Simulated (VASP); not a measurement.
Crystal: Co.

```
CELL_PARAMETERS angstrom
3.69351 0.00000 0.00000
0.00000 3.69351 0.00000
0.00000 0.00000 3.69351
ATOMIC_POSITIONS crystal
Co 0.03000 0.03000 0.03000
Co 0.47000 0.97000 0.53000
Co 0.53000 0.47000 0.97000
Co 0.97000 0.53000 0.47000
```

- Program: VASP 6.6.1
- Task: relaxation of cell and atoms
- Functional: PBE
- Potentials or basis: VASP PAW PBE potentials, release 64 (Co)
- Cutoff: 600 eV
- k mesh: 6 × 6 × 6
- Occupations: gaussian, width 0.1 eV
- Spin: collinear spin, ferromagnetic start
- Starting moments: [2.02, 2.02, 2.02, 2.02] μB

At the start: pressure -17.6 GPa; volume 12.60 Å³/atom.

Task: Where does the relaxation end?

Result: Over 10 steps the energy falls by 192.0 meV/atom and the volume is 10.93 Å³/atom (-13.2 %); space group Fm-3m (No. 225, to 0.05 Å); moment 6.83 μB per cell.

Step by step:
| step | energy change (eV) | largest force (eV/Å) | pressure (GPa) | volume (Å³) |
| --- | --- | --- | --- | --- |
| 1 | 0.0000 | 0.6530 | -17.59 | 50.39 |
| 2 | -0.2417 | 1.3194 | 20.57 | 40.96 |
| 3 | -0.4101 | 1.0541 | 2.15 | 44.26 |
| 4 | -0.5921 | 0.7690 | 2.51 | 43.68 |
| 5 | -0.6909 | 0.3395 | 9.54 | 41.97 |
| 6 | -0.7428 | 0.1694 | 5.56 | 42.66 |
| 7 | -0.7221 | 0.0348 | -7.84 | 45.52 |
| 8 | -0.7646 | 0.1057 | -0.39 | 43.83 |
| 9 | -0.7669 | 0.0617 | -0.22 | 43.78 |
| 10 | -0.7680 | 0.0013 | 0.05 | 43.72 |

Final structure:
```xyz
4
Lattice="3.5230 0.0000 0.0000 0.0000 3.5230 0.0000 0.0000 0.0000 3.5230" Properties=species:S:1:pos:R:3 pbc="T T T"
Co    3.5228    3.5228    3.5228
Co    1.7616    0.0002    1.7613
Co    1.7613    1.7616    0.0002
Co    0.0002    1.7613    1.7616
```
